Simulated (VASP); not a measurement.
# Cr (Cmcm) in VASP: further runs

Cr is run at these levels: PBE; tasks: single point.

All numbers are computed with VASP 6.6.1; they aren't measurements. Logs are shortened: lines on timing, memory, paths and dates and some standing lists are left out, and cuts for length are marked.

## (1) The cell of the first run

The structure is orthorhombic, space group Cmcm (No. 63). Conventional cell: a = 4.031 Å, b = 2.850 Å, c = 4.031 Å, α = 90.00°, β = 90.00°, γ = 90.00°. Within 3.2 Å of Cr (site symmetry m2m) lie 14 Cr at 2.39 to 2.85 Å.

## (2) Single point, PBE

INCAR

```
ALGO = Normal
EDIFF = 1E-6
ENCUT = 500
GGA = PE
GGA_COMPAT = F
ISIF = 2
ISMEAR = -1
LASPH = T
LCHARG = F
LREAL = F
LWAVE = F
NBANDS = 19
NELM = 120
PREC = Accurate
SIGMA = 0.1
```

KPOINTS

```
k-points
0
Gamma
  8 8 4
```

POSCAR

```
Cr
1.0
   -1.4250000000      1.4250000000      1.4250000000
    1.4250000000     -1.4250000000      1.4250000000
    2.8500000000      2.8500000000     -2.8500000000
Cr
2
Direct
   -0.0245614035     -0.0245614035     -0.2500000000
    0.0245614035      0.0245614035      0.2500000000
```

Potentials or basis: VASP PAW PBE potentials, release 64 (Cr_pv).

Run with:

```
cat potpaw_PBE.64/Cr_pv/POTCAR > POTCAR
mpirun -np 1 vasp_std > vasp.out
```

OUTCAR:

```text
EDIFF = 1E-6
   ENCUT = 500
   GGA = PE
   ISIF = 2
   ISMEAR = -1
   LASPH = T
   LREAL = F
   NELM = 120
   PREC = Accurate

 ion  position               nearest neighbor table
   1  0.975  0.975  0.750-   2 2.39   2 2.39   2 2.55   2 2.55   2 2.85   2 2.85   2 2.85   2 2.85

   2  0.025  0.025  0.250-   1 2.39   1 2.39   1 2.55   1 2.55   1 2.85   1 2.85   1 2.85   1 2.85

  LATTYP: Found a base centered orthorhombic cell.
 ALAT       =     2.8500000000
 B/A-ratio  =     1.4142135624
 C/A-ratio  =     1.4142135624

  Lattice vectors:

 A1 = (  -1.4250000000,   1.4250000000,   1.4250000000)
 A2 = (   1.4250000000,  -1.4250000000,   1.4250000000)
 A3 = (   2.8500000000,   2.8500000000,   0.0000000000)

Analysis of symmetry for initial positions (statically):
=====================================================================
 Subroutine PRICEL returns:
 Original cell was already a primitive cell.

 Routine SETGRP: Setting up the symmetry group for a
 base centered orthorhombic supercell.

 Subroutine GETGRP returns: Found  8 space group operations
 (whereof  4 operations were pure point group operations)
 out of a pool of  8 trial point group operations.

The static configuration has the point symmetry C_2h.
 The point group associated with its full space group is D_2h.

Analysis of symmetry for dynamics (positions and initial velocities):
=====================================================================
 Subroutine PRICEL returns:
 Original cell was already a primitive cell.

 Routine SETGRP: Setting up the symmetry group for a
 base centered orthorhombic supercell.

 Subroutine GETGRP returns: Found  8 space group operations
 (whereof  4 operations were pure point group operations)
 out of a pool of  8 trial point group operations.

The dynamic configuration has the point symmetry C_2h.
 The point group associated with its full space group is D_2h.

 Subroutine INISYM returns: Found  8 space group operations
 (whereof  4 operations are pure point group operations),
 and found     1 'primitive' translations

----------------------------------------------------------------------------------------

                                     Primitive cell

  volume of cell :      23.1491

  direct lattice vectors                    reciprocal lattice vectors
    -1.425000000  1.425000000  1.425000000     0.000000000  0.350877193  0.350877193
     1.425000000 -1.425000000  1.425000000     0.350877193  0.000000000  0.350877193
     2.850000000  2.850000000 -2.850000000     0.175438596  0.175438596  0.000000000

  length of vectors
     2.468172401  2.468172401  4.936344802     0.496215285  0.496215285  0.248107643

  position of ions in fractional coordinates (direct lattice)
     0.975438596  0.975438596  0.750000000
     0.024561404  0.024561404  0.250000000

  ion indices of the primitive-cell ions
   primitive index   ion index
                 1           1
                 2           2

----------------------------------------------------------------------------------------

 KPOINTS: k-points

Automatic generation of k-mesh.
 Grid dimensions read from file:
 generate k-points for:    8    8    4

 Generating k-lattice:

  Cartesian coordinates                     Fractional coordinates (reciprocal lattice)
     0.000000000  0.043859649  0.043859649     0.125000000  0.000000000  0.000000000
     0.043859649  0.000000000  0.043859649     0.000000000  0.125000000  0.000000000
     0.043859649  0.043859649  0.000000000     0.000000000  0.000000000  0.250000000

  Length of vectors
     0.062026911  0.062026911  0.062026911

  Shift w.r.t. Gamma in fractional coordinates (k-lattice)
     0.000000000  0.000000000  0.000000000

 Subroutine IBZKPT returns following result:
 ===========================================

 Found     55 irreducible k-points:

 Following reciprocal coordinates:
            Coordinates               Weight
  0.000000  0.000000  0.000000      1.000000
  0.125000  0.000000  0.000000      8.000000
  0.250000  0.000000  0.000000      8.000000
  0.375000  0.000000  0.000000      8.000000
  0.500000  0.000000  0.000000      2.000000
  0.125000  0.125000  0.000000      4.000000
[... 16 lines left out ...]
  0.125000  0.000000  0.250000      8.000000
  0.250000  0.000000  0.250000      4.000000
 [... further k-points ...]
   k-points           NKPTS =     55   k-points in BZ     NKDIM =     55   number of bands    NBANDS=     19
   number of dos      NEDOS =    301   number of ions     NIONS =      2
   total plane-waves  NPLWV =  11664
   dimension x,y,z NGX =    18 NGY =   18 NGZ =   36
   dimension x,y,z NGXF=    36 NGYF=   36 NGZF=   72
   ions per type =               2
   NGX,Y,Z   is equivalent  to a cutoff of  12.12, 12.12, 12.12 a.u.
   NGXF,Y,Z  is equivalent  to a cutoff of  24.25, 24.25, 24.25 a.u.
 SYSTEM =  unknown system
   PREC   = accura    normal or accurate (medium, high low for compatibility)
   ISTART =      0    job   : 0-new  1-cont  2-samecut
   ICHARG =      2    charge: 1-file 2-atom 10-const
   ISPIN  =      1    spin polarized calculation?
   LNONCOLLINEAR =      F non collinear calculations
   LSORBIT =      F    spin-orbit coupling
   LASPH  =      T    aspherical Exc in radial PAW
   ENCUT  =  500.0 eV  36.75 Ry    6.06 a.u.   4.50  4.50  9.00*2*pi/ulx,y,z
   NELM   =    120;   NELMIN=  2; NELMDL= -5     # of ELM steps
   EDIFF  = 0.1E-05   stopping-criterion for ELM
   LREAL  =      F    real-space projection
   EDIFFG = 0.1E-04   stopping-criterion for IOM
   NSW    =      0    number of steps for IOM
   IBRION =     -1    ionic relax: 0-MD 1-quasi-New 2-CG
   NFREE  =      0    steps in history (QN), initial steepest desc. (CG)
   ISIF   =      2    stress and relaxation
   ISYM   =      2    0-nonsym 1-usesym 2-fastsym
   POTIM  = 0.5000    time-step for ionic-motion
   TEBEG  =    0.0;   TEEND  =   0.0 temperature during run
   PSTRESS=    0.0 pullay stress
   NELECT =      24.0000    total number of electrons
   NUPDOWN=      -1.0000    fix difference up-down
   EMIN   =  10.00;   EMAX   =-10.00  energy-range for DOS
   EFERMI =   0.00;   METHOD = LEGACY
   ISMEAR =    -1;   SIGMA  =   0.10  broadening in eV -4-tet -1-fermi 0-gaus
   EFERMI_NEDOS =   21; number of points for ismear=-14 and -15
   IALGO  =     38    algorithm
   IMIX   =      4    mixing-type and parameters
     AMIX     =   0.40;   BMIX     =  1.00
     AMIX_MAG =   1.60;   BMIX_MAG =  1.00
  volume/ion in A,a.u.               =      11.57        78.11
  Fermi-wavevector in a.u.,A,eV,Ry     =   1.656916  3.131116 37.353017  2.745369
  Thomas-Fermi vector in A             =   2.744758
   LORBIT       =      0    0 simple, 1 ext, 2 COOP (PROOUT), +10 PAW based schemes
   GGA     = PE    functional components
   LHFCALC =     F    Hartree Fock is set to
   AEXX    =    0.0000 exact exchange contribution
   IVDW    =     0    specifies the selected vdW correction
   LEPSILON=     F    determine dielectric tensor
   LRPA    =     F    only Hartree local field effects (RPA)
 non-spin polarized calculation
  energy-cutoff  :      500.00
  volume of cell :       23.15
 maximum number of plane-waves:       609
   NGX =  9   NGY =  9   NGZ = 17

 number of electron      23.9999987 magnetization

 Free energy of the ion-electron system (eV)
  ---------------------------------------------------
  ext. energy  EPLUGINS =         0.00000000
  ---------------------------------------------------
  free energy    TOTEN  =       -19.01287500 eV

  energy without entropy =      -18.97012463  energy(sigma->0) =      -18.99149982

 E-fermi :  10.8127     XC(G=0): -13.6595

 val. band max:       10.7435210113   @ k =   0.0000   0.0000   0.2500
 cond. band min:      10.8565524992   @ k =  -0.2500   0.2500   0.2500
 fundamental gap:      0.1130314878
 Fermi energy:        10.8126678967

 k-point     1 :       0.0000    0.0000    0.0000
  band No.  band energies     occupation
      1     -32.7138      2.00000
      2     -32.0756      2.00000
      3     -31.7998      2.00000
      4     -31.7981      2.00000
      5     -31.7969      2.00000
      6     -31.7635      2.00000
[... 11 lines left out ...]
     18      13.6913      0.00000
     19      18.0447      0.00000

 k-point     2 :       0.1250    0.0000    0.0000
  band No.  band energies     occupation
      1     -32.6427      2.00000
      2     -32.1107      2.00000
      3     -31.9275      2.00000
      4     -31.8444      2.00000
      5     -31.8251      2.00000
      6     -31.7837      2.00000
[... 11 lines left out ...]
     18      14.7401      0.00000
     19      18.0437      0.00000

 k-point     3 :       0.2500    0.0000    0.0000
  band No.  band energies     occupation
      1     -32.5450      2.00000
      2     -32.2692      2.00000
      3     -32.1608      2.00000
      4     -31.9249      2.00000
      5     -31.8816      2.00000
      6     -31.7878      2.00000
[... 11 lines left out ...]
     18      15.4325      0.00000
     19      18.0429      0.00000

 k-point     4 :       0.3750    0.0000    0.0000
  band No.  band energies     occupation
      1     -32.6364      2.00000
      2     -32.5738      2.00000
      3     -32.1194      2.00000
      4     -32.0251      2.00000
      5     -31.8399      2.00000
      6     -31.7892      2.00000
[... 407 lines left out ...]
     18      13.1271      0.00000
     19      18.0425      0.00000

 k-point    23 :       0.1250    0.0000    0.2500
  band No.  band energies     occupation
      1     -32.4475      2.00000
      2     -32.1701      2.00000
      3     -31.9849      2.00000
      4     -31.8769      2.00000
      5     -31.8415      2.00000
      6     -31.8252      2.00000
[... 11 lines left out ...]
     18      13.1113      0.00000
     19      18.0444      0.00000

 k-point    24 :       0.2500    0.0000    0.2500
  band No.  band energies     occupation
      1     -32.4436      2.00000
      2     -32.4436      2.00000
      3     -32.0076      2.00000
      4     -32.0076      2.00000
      5     -31.8341      2.00000
      6     -31.8341      2.00000
[... 11 lines left out ...]
     18      13.1085      0.00000
     19      18.0437      0.00000

 [... further k-points ...]

------------------------ aborting loop because EDIFF is reached ----------------------------------------

  FORCE on cell =-STRESS in cart. coord.  units (eV):
  Direction    XX          YY          ZZ          XY          YZ          ZX
  --------------------------------------------------------------------------------------
  -------------------------------------------------------------------------------------
  Total       -0.0034217     -0.0034217      0.0485117      0.0076628      0.0000000      0.0000000
  in kB       -0.2368179     -0.2368179      3.3575489      0.5303508      0.0000000      0.0000000
  external PRESSURE =       0.9613044 kB  Pullay stress =       0.0000000 kB

 VOLUME and BASIS-vectors are now :
 -----------------------------------------------------------------------------
  energy-cutoff  :      500.00
  volume of cell :       23.15
      direct lattice vectors                 reciprocal lattice vectors
    -1.425000000  1.425000000  1.425000000     0.000000000  0.350877193  0.350877193
     1.425000000 -1.425000000  1.425000000     0.350877193  0.000000000  0.350877193
     2.850000000  2.850000000 -2.850000000     0.175438596  0.175438596  0.000000000

 POSITION                                       TOTAL-FORCE (eV/Angst)
 -----------------------------------------------------------------------------------
      2.13750      2.13750      0.64250         0.000000      0.000000      0.456377
      0.71250      0.71250     -0.64250        -0.000000     -0.000000     -0.456377
 -----------------------------------------------------------------------------------
    total drift:                                0.000000     -0.000000      0.000000

  FREE ENERGIE OF THE ION-ELECTRON SYSTEM (eV)
  ---------------------------------------------------
  free  energy   TOTEN  =       -19.0128750017 eV

  energy  without entropy=      -18.9701246304  energy(sigma->0) =      -18.99149982
```

Run time: 10 s. Hardware: 1 thread of Intel Xeon 6975P-C (Granite Rapids), shared host; peak memory 0.14 GiB.

What came out:

```
Free energy            : -19.0129 eV
Pressure               : 0.1 GPa
Largest force          : 0.456 eV/Å
Band gap on the k mesh : zero (bands 12 and 13 overlap by 1.62 eV)
```

Forces in eV/Å, atoms in the order of the input:
```
Cr   0.000  0.000  0.456
Cr   0.000  0.000 -0.456
```

Stress tensor (GPa, compression positive):
```
-0.02  0.05  0.00
 0.05 -0.02  0.00
 0.00  0.00  0.34
```

Caveat: the k points lie up to 0.39 Å⁻¹ apart, too coarse for converged energies and pressures of a metal; the run has no spin polarisation, though such a crystal can be magnetic.

## (3) Single point, PBE

INCAR

```
SYSTEM = Cr
  PREC = Accurate
  ENCUT = 500
  EDIFF = 1E-6
  ISMEAR = -1
  SIGMA = 0.1
  LREAL = .False.
  LASPH = .True.
  NELM = 120
  ALGO = Normal
  ISIF = 2
  LWAVE = .False.
  LCHARG = .False.
  GGA = PE
  NBANDS = 19
  GGA_COMPAT = .False.
```

KPOINTS

```
Automatic mesh
0
Gamma
  8 8 4
  0 0 0
```

POSCAR is that of step 2.

Potentials or basis: VASP PAW PBE potentials, release 64 (Cr_pv).

Run with:

```
cat potpaw_PBE.64/Cr_pv/POTCAR > POTCAR
mpirun -np 1 vasp_std > vasp.out
```

OUTCAR:

```text
SYSTEM = Cr
   PREC = Accurate
   ENCUT = 500
   EDIFF = 1E-6
   ISMEAR = -1
   LREAL = .False.
   LASPH = .True.
   NELM = 120
   ISIF = 2
   GGA = PE

 ion  position               nearest neighbor table
   1  0.975  0.975  0.750-   2 2.39   2 2.39   2 2.55   2 2.55   2 2.85   2 2.85   2 2.85   2 2.85

   2  0.025  0.025  0.250-   1 2.39   1 2.39   1 2.55   1 2.55   1 2.85   1 2.85   1 2.85   1 2.85

  LATTYP: Found a base centered orthorhombic cell.
 ALAT       =     2.8500000000
[... 722 lines left out ...]

  FORCE on cell =-STRESS in cart. coord.  units (eV):
  Direction    XX          YY          ZZ          XY          YZ          ZX
  --------------------------------------------------------------------------------------
  -------------------------------------------------------------------------------------
  Total       -0.0034217     -0.0034217      0.0485117      0.0076628      0.0000000      0.0000000
  in kB       -0.2368179     -0.2368179      3.3575489      0.5303508      0.0000000      0.0000000
  external PRESSURE =       0.9613044 kB  Pullay stress =       0.0000000 kB

 VOLUME and BASIS-vectors are now :
 -----------------------------------------------------------------------------
  energy-cutoff  :      500.00
  volume of cell :       23.15
      direct lattice vectors                 reciprocal lattice vectors
    -1.425000000  1.425000000  1.425000000     0.000000000  0.350877193  0.350877193
     1.425000000 -1.425000000  1.425000000     0.350877193  0.000000000  0.350877193
     2.850000000  2.850000000 -2.850000000     0.175438596  0.175438596  0.000000000

 POSITION                                       TOTAL-FORCE (eV/Angst)
 -----------------------------------------------------------------------------------
      2.13750      2.13750      0.64250         0.000000      0.000000      0.456377
      0.71250      0.71250     -0.64250        -0.000000     -0.000000     -0.456377
 -----------------------------------------------------------------------------------
    total drift:                                0.000000     -0.000000      0.000000

  FREE ENERGIE OF THE ION-ELECTRON SYSTEM (eV)
  ---------------------------------------------------
  free  energy   TOTEN  =       -19.0128750017 eV

  energy  without entropy=      -18.9701246304  energy(sigma->0) =      -18.99149982
```

Run time: 12 s. Hardware: 1 thread of Intel Xeon 6975P-C (Granite Rapids), shared host; peak memory 0.14 GiB.

Results:

| Item | Value |
| --- | --- |
| Free energy | -19.0129 eV |
| Pressure | 0.1 GPa |
| Largest force | 0.456 eV/Å |
| Band gap on the k mesh | zero (bands 12 and 13 overlap by 1.62 eV) |

Forces in eV/Å, atoms in the order of the input:
```
Cr   0.000  0.000  0.456
Cr   0.000  0.000 -0.456
```

Caveat: the k points lie up to 0.39 Å⁻¹ apart, too coarse for converged energies and pressures of a metal; the run has no spin polarisation, though such a crystal can be magnetic. Spin polarisation is off, so any magnetic state and its effect on volume and gap are missing.
